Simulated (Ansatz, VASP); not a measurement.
One calculation of La2NbO5, two programs

```
La Nb O
1.0
    -4.51823    4.51823    3.07655
     4.51823   -4.51823    3.07655
     4.51823    4.51823   -3.07655
La Nb O
4 2 10
Direct
  0.82581 0.38780 0.21361
  0.61220 0.82581 0.43801
  0.38780 0.17419 0.56199
  0.17419 0.61220 0.78639
  0.22839 0.22839 0.00000
  0.77161 0.77161 0.00000
  0.36482 0.08043 0.90237
  0.17806 0.46246 0.09763
  0.08043 0.17806 0.71560
  0.46246 0.36482 0.28440
  0.82194 0.53754 0.90237
  0.63518 0.91957 0.09763
  0.53754 0.63518 0.71560
  0.91957 0.82194 0.28440
  0.25000 0.75000 0.50000
  0.75000 0.25000 0.50000
```

Alike in both runs: functional PBE; k mesh 3 × 3 × 3; occupations gaussian, width 0.15 eV; no spin polarisation.

Ansatz relaxed the structure, and its values are those at the end. VASP's run is a single point on that final structure, the one shown.

|  | VASP | Ansatz |
| --- | --- | --- |
| version | VASP 6.6.1 | Ansatz 0.2.0 |
| potentials or method | VASP PAW PBE potentials, release 64 (La, Nb_sv, O), cutoff 520 eV | scalar-relativistic, plane waves, PAW |
| valence electrons in the cell | 130 | 130 |

|  | VASP | Ansatz | Ansatz less VASP |
| --- | --- | --- | --- |
| gap on the k mesh at the Fermi level (eV) | 2.43 | 2.42 | -0.014 |
| least direct gap on the mesh (eV) | 2.71 | 2.73 | +0.015 |
| pressure (GPa) | 0.2 | 0.5 | +0.28 |
| rms of the force components (eV/Å) | 0.005 | 0.006 | +0.0013 |

With one functional, cell and mesh, what is left measures potentials, basis and numerics.

Neither program's run includes spin-orbit coupling.
